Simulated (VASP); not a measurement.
H4O, 20 atoms in the cell. The cell holds a disordered packing, 20 atoms: a = 4.404 Å, b = 4.404 Å, c = 4.404 Å, α = 90.00°, β = 90.00°, γ = 90.00°. 

```yaml
Program: VASP 6.6.1
Task: single point
Functional: PBE
Dispersion: D3(BJ)
Potentials_or_basis: VASP PAW PBE potentials, release 64 (O, H)
Cutoff: 520 eV
k_mesh: 1 × 1 × 1
Occupations: fermi-dirac, width 0.02 eV
Spin: no spin polarisation
Dipole_correction: no
Further_INCAR_settings: LREAL = Auto; ALGO = Normal; EDIFF = 1e-07; NBANDS = 36
```

Potentials or basis: VASP PAW PBE potentials, release 64 (O, H).

The run is started by

```bash
$ cat potpaw_PBE.64/O/POTCAR potpaw_PBE.64/H/POTCAR > POTCAR
$ mpirun -np 1 vasp_gam > vasp.out
```

Hardware: 1 thread of Intel(R) Xeon(R) Platinum 8375C CPU @ 2.90GHz (Ice Lake), on a shared host.

Problem. Estimate the wall time of this run.

Solution. Wall time 12 s on 1 thread of Intel(R) Xeon(R) Platinum 8375C CPU @ 2.90GHz (Ice Lake), on a shared host, peak memory 0.25 GiB. Counts: scf iterations 16, k points 1.
